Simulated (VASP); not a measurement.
## BN: single point with HSE06

BN:

```
B N
1.0
     0.00000    1.74583    1.65853
     1.74583    0.00000    1.65853
     1.74583    1.74583    0.00000
B N
1 1
Direct
  0.00000 0.00000 0.00000
  0.50000 0.50000 0.50000
```

This cell differs from its parent crystal: uniaxial z strain -5.0%.

```yaml
Program: VASP 6.6.1
Task: single point
Functional: HSE06
Potentials_or_basis: VASP PAW PBE potentials, release 64 (B, N)
Cutoff: 520 eV
k_mesh: 8 × 8 × 8
Occupations: gaussian, width 0.01 eV
Spin: no spin polarisation
```

```
Pressure               : 16.2 GPa
Band gap on the k mesh : 1.80 eV, indirect (least direct gap 6.85 eV)
```

Stress tensor (GPa, compression positive):
```
10.34  0.00  0.00
 0.00 10.34  0.00
 0.00  0.00 27.99
```

Levels at points of the mesh, in eV from the valence-band top:
```
           k point  band 2  band 3  band 4  band 5  band 6  band 7
(0.00, 0.00, 0.00)   -2.04   -0.64   -0.64   12.05   13.62   13.62
(0.50, 0.00, 0.00)  -14.41   -1.03   -0.63    6.22    6.69    9.67
(0.50, 0.50, 0.00)  -13.56   -6.91   -6.91    1.80    9.32   17.27
(0.50, 0.00, 0.50)  -13.73   -7.08   -5.60    3.11   10.18   16.40
```

Wall time 19 min on 1 thread of Intel(R) Xeon(R) Platinum 8175M CPU @ 2.50GHz (Skylake/Cascade Lake), on a shared host, peak memory 0.22 GiB.

Caveat: the cell differs from its parent crystal (uniaxial z strain -5.0%); the PAW data sets were made with another functional, which shifts forces and pressure a little. A k mesh can miss the band edges.
